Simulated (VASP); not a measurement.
# MnAuC4N4 (P-43m) in VASP: further runs

The runs below take MnAuC4N4 through single point, with PBE.

Everything below comes from runs of VASP 6.6.1. Logs are shortened: lines on timing, memory, paths and dates and some standing lists are left out, and cuts for length are marked.

**1. The cell of the first run**

The structure is cubic, space group P-43m (No. 215). Conventional cell: a = 6.022 Å, b = 6.022 Å, c = 6.022 Å, α = 90.00°, β = 90.00°, γ = 90.00°. Mn (site symmetry -43m) has 4 N at 1.96 Å within 2.6 Å. Within 1.6 Å of C (site symmetry 3m) lie 1 N at 1.18 Å. Au (site symmetry -43m) has 4 C at 2.08 Å within 2.8 Å. N (site symmetry 3m) has 1 C at 1.18 Å within 1.6 Å.

**2. Single point, PBE, collinear spin, ferromagnetic start**

INCAR

```
PREC = Accurate ; ENCUT = 520
EDIFF = 1E-6 ; ISMEAR = 0
SIGMA = 0.1 ; LREAL = False
LASPH = True ; NELM = 150
ALGO = Normal ; ISIF = 2
LWAVE = False ; LCHARG = True
ISPIN = 2 ; MAGMOM = 3.72 0 0 0 0 0 0 0 0 0
LORBIT = 11 ; LMAXMIX = 4
GGA = PE ; LELF = True
LVHAR = True ; NBANDS = 45
```

KPOINTS

```
Automatic mesh
0
Gamma
  6 6 6
```

POSCAR

```
MnAuC4N4
1.0
    6.0221876430      0.0000000000      0.0000000000
    0.0000000000      6.0221876430      0.0000000000
    0.0000000000      0.0000000000      6.0221876430
Mn C Au N
1 4 1 4
Direct
    0.5000000000      0.5000000000      0.5000000000
    0.1993648782      0.1993648782      0.1993648782
    0.1993648782      0.8006351218      0.8006351218
    0.8006351218      0.1993648782      0.8006351218
    0.8006351218      0.8006351218      0.1993648782
    0.0000000000      0.0000000000      0.0000000000
    0.3120926278      0.3120926278      0.3120926278
    0.3120926278      0.6879073722      0.6879073722
    0.6879073722      0.3120926278      0.6879073722
    0.6879073722      0.6879073722      0.3120926278
```

Potentials or basis: VASP PAW PBE potentials, release 64 (Mn_pv, C, Au, N).

Started as:

```bash
$ cat potpaw_PBE.64/Mn_pv/POTCAR potpaw_PBE.64/C/POTCAR potpaw_PBE.64/Au/POTCAR potpaw_PBE.64/N/POTCAR > POTCAR
$ mpirun -np 1 vasp_std > vasp.out
```

OUTCAR:

```text
PREC = Accurate
   ENCUT = 520
   EDIFF = 1E-6
   ISMEAR = 0
   LREAL = False
   LASPH = True
   NELM = 150
   ISIF = 2
   ISPIN = 2
   LORBIT = 11
   GGA = PE

 ion  position               nearest neighbor table
   1  0.500  0.500  0.500-   7 1.96   8 1.96   9 1.96  10 1.96
   2  0.199  0.199  0.199-   7 1.18   6 2.08
   3  0.199  0.801  0.801-   8 1.18   6 2.08
   4  0.801  0.199  0.801-   9 1.18   6 2.08
   5  0.801  0.801  0.199-  10 1.18   6 2.08
   6  0.000  0.000  0.000-   2 2.08   3 2.08   4 2.08   5 2.08
   7  0.312  0.312  0.312-   2 1.18   1 1.96
   8  0.312  0.688  0.688-   3 1.18   1 1.96
   9  0.688  0.312  0.688-   4 1.18   1 1.96
  10  0.688  0.688  0.312-   5 1.18   1 1.96

  LATTYP: Found a simple cubic cell.
 ALAT       =     6.0221876430

  Lattice vectors:

 A1 = (   6.0221876430,   0.0000000000,   0.0000000000)
 A2 = (   0.0000000000,   6.0221876430,   0.0000000000)
 A3 = (   0.0000000000,   0.0000000000,   6.0221876430)

Analysis of symmetry for initial positions (statically):
=====================================================================
 Subroutine PRICEL returns:
 Original cell was already a primitive cell.

 Routine SETGRP: Setting up the symmetry group for a
 simple cubic supercell.

 Subroutine GETGRP returns: Found 24 space group operations
 (whereof 24 operations were pure point group operations)
 out of a pool of 48 trial point group operations.

The static configuration has the point symmetry T_d .

Analysis of symmetry for dynamics (positions and initial velocities):
=====================================================================
 Subroutine PRICEL returns:
 Original cell was already a primitive cell.

 Routine SETGRP: Setting up the symmetry group for a
 simple cubic supercell.

 Subroutine GETGRP returns: Found 24 space group operations
 (whereof 24 operations were pure point group operations)
 out of a pool of 48 trial point group operations.

The dynamic configuration has the point symmetry T_d .

Analysis of structural, dynamic, and magnetic symmetry:
=====================================================================
 Subroutine PRICEL returns:
 Original cell was already a primitive cell.

 Routine SETGRP: Setting up the symmetry group for a
 simple cubic supercell.
[... 160 lines left out ...]
  ---------------------------------------------------
  free energy    TOTEN  =       -77.37765362 eV

  energy without entropy =      -77.35290365  energy(sigma->0) =      -77.36527864

 E-fermi :  -1.3920     XC(G=0):  -7.1167

 val. band max:       -1.3983495571   @ k =   0.5000   0.1667   0.1667
 cond. band min:      -1.3831067330   @ k =   0.3333   0.0000   0.0000
 fundamental gap:      0.0152428241
 Fermi energy:        -1.3919828160

 spin component 1

 k-point     1 :       0.0000    0.0000    0.0000
  band No.  band energies     occupation
      1     -51.3877      1.00000
      2     -51.3877      1.00000
      3     -51.3877      1.00000
      4     -18.6126      1.00000
      5     -18.4983      1.00000
      6     -18.4983      1.00000
[... 889 lines left out ...]
     41       4.1461      0.00000
     42       5.7073      0.00000
 Fermi energy:        -1.3919828160

 spin component 2

 k-point     1 :       0.0000    0.0000    0.0000
  band No.  band energies     occupation
      1     -47.1639      1.00000
      2     -47.1639      1.00000
      3     -47.1639      1.00000
      4     -18.5930      1.00000
      5     -18.4817      1.00000
      6     -18.4817      1.00000
[... 889 lines left out ...]
     41       4.5429      0.00000
     42       5.9035      0.00000
 [bands above 42 left out]

------------------------ aborting loop because EDIFF is reached ----------------------------------------

  FORCE on cell =-STRESS in cart. coord.  units (eV):
  Direction    XX          YY          ZZ          XY          YZ          ZX
  --------------------------------------------------------------------------------------
  -------------------------------------------------------------------------------------
  Total        0.4710204      0.4710204      0.4710204     -0.0000000      0.0000000      0.0000000
  in kB        3.4553132      3.4553132      3.4553132     -0.0000000      0.0000000      0.0000000
  external PRESSURE =       3.4553132 kB  Pullay stress =       0.0000000 kB

 VOLUME and BASIS-vectors are now :
 -----------------------------------------------------------------------------
  energy-cutoff  :      520.00
  volume of cell :      218.41
      direct lattice vectors                 reciprocal lattice vectors
     6.022187643  0.000000000  0.000000000     0.166052614  0.000000000  0.000000000
     0.000000000  6.022187643  0.000000000     0.000000000  0.166052614  0.000000000
     0.000000000  0.000000000  6.022187643     0.000000000  0.000000000  0.166052614

 POSITION                                       TOTAL-FORCE (eV/Angst)
 -----------------------------------------------------------------------------------
      3.01109      3.01109      3.01109         0.000000      0.000000      0.000000
      1.20061      1.20061      1.20061        -0.200156     -0.200156     -0.200156
      1.20061      4.82157      4.82157        -0.200156      0.200156      0.200156
      4.82157      1.20061      4.82157         0.200156     -0.200156      0.200156
      4.82157      4.82157      1.20061         0.200156      0.200156     -0.200156
      0.00000      0.00000      0.00000         0.000000      0.000000      0.000000
      1.87948      1.87948      1.87948         0.169960      0.169960      0.169960
      1.87948      4.14271      4.14271         0.169960     -0.169960     -0.169960
      4.14271      1.87948      4.14271        -0.169960      0.169960     -0.169960
      4.14271      4.14271      1.87948        -0.169960     -0.169960      0.169960
 -----------------------------------------------------------------------------------
    total drift:                                0.000000      0.000000     -0.000000

  FREE ENERGIE OF THE ION-ELECTRON SYSTEM (eV)
  ---------------------------------------------------
  free  energy   TOTEN  =       -77.3776536248 eV

  energy  without entropy=      -77.3529036506  energy(sigma->0) =      -77.36527864

 total charge

# of ion       s       p       d       tot
------------------------------------------
    1        0.292   6.322   4.862  11.476
    2        0.955   1.577   0.000   2.532
    3        0.955   1.577   0.000   2.532
    4        0.955   1.577   0.000   2.532
    5        0.955   1.577   0.000   2.532
    6        0.577   0.689   8.545   9.811
    7        1.302   2.606   0.000   3.907
    8        1.302   2.606   0.000   3.907
    9        1.302   2.606   0.000   3.907
   10        1.302   2.606   0.000   3.907
--------------------------------------------------
tot          9.896  23.742  13.407  47.045

 magnetization (x)

# of ion       s       p       d       tot
------------------------------------------
    1        0.020   0.068   3.790   3.879
    2        0.001   0.034   0.000   0.035
    3        0.001   0.034   0.000   0.035
    4        0.001   0.034   0.000   0.035
    5        0.001   0.034   0.000   0.035
    6       -0.001  -0.045  -0.136  -0.182
    7        0.004  -0.040   0.000  -0.036
    8        0.004  -0.040   0.000  -0.036
    9        0.004  -0.040   0.000  -0.036
   10        0.004  -0.040   0.000  -0.036
--------------------------------------------------
tot          0.039  -0.001   3.655   3.693
```

OSZICAR:

```text
N       E                     dE             d eps       ncg     rms          rms(c)
DAV:   1     0.417130015247E+03    0.41713E+03   -0.28862E+04  3920   0.118E+03
DAV:   2    -0.452453415368E+02   -0.46238E+03   -0.43951E+03  4181   0.295E+02
DAV:   3    -0.913917005616E+02   -0.46146E+02   -0.45083E+02  4460   0.957E+01
[... 11 lines left out ...]
DAV:  15    -0.773775980037E+02   -0.32635E-04   -0.37112E-04  4152   0.152E-01    0.709E-02
DAV:  16    -0.773776411152E+02   -0.43112E-04   -0.90035E-05  3861   0.594E-02    0.214E-02
DAV:  17    -0.773776515129E+02   -0.10398E-04   -0.12665E-05  4087   0.218E-02    0.146E-02
DAV:  18    -0.773776533504E+02   -0.18375E-05   -0.19786E-06  3095   0.115E-02    0.634E-03
DAV:  19    -0.773776536248E+02   -0.27436E-06   -0.41505E-07  2333   0.500E-03
   1 F= -.77377654E+02 E0= -.77365279E+02  d E =-.247500E-01  mag=     4.0000
```

Wall time 3.8 min (1 thread of AMD EPYC 9R45 (Zen 5), shared host); peak memory 0.57 GiB.

Results:

* Free energy: -77.3777 eV
* Pressure: 0.3 GPa
* Largest force: 0.347 eV/Å
* Band gap on the k mesh: zero (filled and empty bands overlap)
* Net moment: 4.00 μB per cell
* Site moments: Mn +3.88; C +0.04; Au -0.18; N -0.04 μB
* Valence electrons inside the program's atomic spheres: Mn 11.48; C 2.53; Au 9.81; N 3.91

Forces in eV/Å, atoms in the order of the input:
```
Mn   0.000  0.000  0.000
C   -0.200 -0.200 -0.200
C   -0.200  0.200  0.200
C    0.200 -0.200  0.200
C    0.200  0.200 -0.200
Au   0.000  0.000  0.000
N    0.170  0.170  0.170
N    0.170 -0.170 -0.170
N   -0.170  0.170 -0.170
N   -0.170 -0.170  0.170
```

Caveat: spin-orbit coupling is left out, which moves the levels of the heavy elements; a cell with one magnetic atom can't hold antiferromagnetic order, which such compounds often take. With open d or f shells a metallic result of PBE can be an artefact of self-interaction; +U or a hybrid may open a gap.

**3. Single point, PBE, collinear spin, ferromagnetic start**

This run uses another cell than the first one, of 21.69 Å³/atom.

INCAR

```
  ALGO = Normal
  EDIFF = 1E-6
  ENCUT = 520
  GGA = PE
  ISIF = 2
  ISMEAR = 0
  ISPIN = 2
  LASPH = True
  LCHARG = False
  LMAXMIX = 4
  LORBIT = 11
  LREAL = False
  LWAVE = False
  MAGMOM = 4 0 0 0 0 0 0 0 0 0
  NBANDS = 45
  NELM = 150
  PREC = Accurate
  SIGMA = 0.1
```

KPOINTS

```
k-points
0
Gamma
  4 4 4
```

POSCAR

```
MnAuC4N4
1.0
    6.0081054887      0.0000000000      0.0000000000
    0.0000000000      6.0081054887      0.0000000000
    0.0000000000      0.0000000000      6.0081054887
Mn C Au N
1 4 1 4
Direct
    0.5000000000      0.5000000000      0.5000000000
    0.1992158281      0.1992158281      0.1992158281
    0.1992158281      0.8007841719      0.8007841719
    0.8007841719      0.1992158281      0.8007841719
    0.8007841719      0.8007841719      0.1992158281
    0.0000000000      0.0000000000      0.0000000000
    0.3122167847      0.3122167847      0.3122167847
    0.3122167847      0.6877832153      0.6877832153
    0.6877832153      0.3122167847      0.6877832153
    0.6877832153      0.6877832153      0.3122167847
```

Potentials or basis: VASP PAW PBE potentials, release 64 (Mn_pv, C, Au, N).

Started as:

```bash
$ cat potpaw_PBE.64/Mn_pv/POTCAR potpaw_PBE.64/C/POTCAR potpaw_PBE.64/Au/POTCAR potpaw_PBE.64/N/POTCAR > POTCAR
$ mpirun -np 1 vasp_std > vasp.out
```

Run time: 2 min. Hardware: 1 thread of AMD EPYC 9R45 (Zen 5), shared host; peak memory 0.47 GiB.

It converged, with:

```yaml
Free_energy: -77.3813 eV
Pressure: 0.6 GPa
Largest_force: 0.315 eV/Å
Band_gap_on_the_k_mesh: zero (filled and empty bands overlap)
Net_moment: 4.00 μB per cell
Site_moments: Mn +3.86; C +0.04; Au -0.17; N -0.04 μB
Valence_electrons_inside_the_program's_atomic_spheres: Mn 11.49; C 2.53; Au 9.83; N 3.91
```

Forces in eV/Å, atoms in the order of the input:
```
Mn   0.000  0.000  0.000
C   -0.182 -0.182 -0.182
C   -0.182  0.182  0.182
C    0.182 -0.182  0.182
C    0.182  0.182 -0.182
Au   0.000  0.000  0.000
N    0.161  0.161  0.161
N    0.161 -0.161 -0.161
N   -0.161  0.161 -0.161
N   -0.161 -0.161  0.161
```

Levels at points of the mesh, in eV from the Fermi level:
Spin up:
| k point | band 29 | band 30 | band 31 | band 32 | band 33 | band 34 | band 35 | band 36 |
| --- | --- | --- | --- | --- | --- | --- | --- | --- |
| (0.00, 0.00, 0.00) | -0.66 | -0.66 | -0.53 | -0.53 | -0.53 | 4.83 | 4.83 | 4.83 |
| (0.50, 0.00, 0.00) | -1.12 | -0.46 | -0.34 | 0.12 | 0.12 | 4.66 | 4.66 | 5.02 |
| (0.50, 0.50, 0.00) | -1.07 | -0.48 | -0.34 | 0.08 | 0.08 | 4.94 | 4.94 | 5.02 |
| (0.50, 0.50, 0.50) | -0.58 | -0.58 | -0.53 | -0.53 | -0.53 | 5.06 | 5.06 | 5.06 |
Spin down:
| k point | band 24 | band 25 | band 26 | band 27 | band 28 | band 29 | band 30 | band 31 | band 32 | band 33 |
| --- | --- | --- | --- | --- | --- | --- | --- | --- | --- | --- |
| (0.00, 0.00, 0.00) | -2.75 | -2.75 | -0.68 | -0.68 | -0.68 | 1.75 | 1.75 | 2.23 | 2.23 | 2.23 |
| (0.50, 0.00, 0.00) | -2.63 | -2.34 | -0.77 | -0.61 | -0.61 | 1.70 | 1.78 | 2.39 | 2.43 | 2.43 |
| (0.50, 0.50, 0.00) | -2.58 | -2.24 | -0.71 | -0.57 | -0.57 | 1.69 | 1.79 | 2.38 | 2.44 | 2.44 |
| (0.50, 0.50, 0.50) | -2.61 | -2.61 | -0.61 | -0.61 | -0.61 | 1.79 | 1.79 | 2.32 | 2.32 | 2.32 |

Caveat: spin-orbit coupling is left out, which moves the levels of the heavy elements; a cell with one magnetic atom can't hold antiferromagnetic order, which such compounds often take.
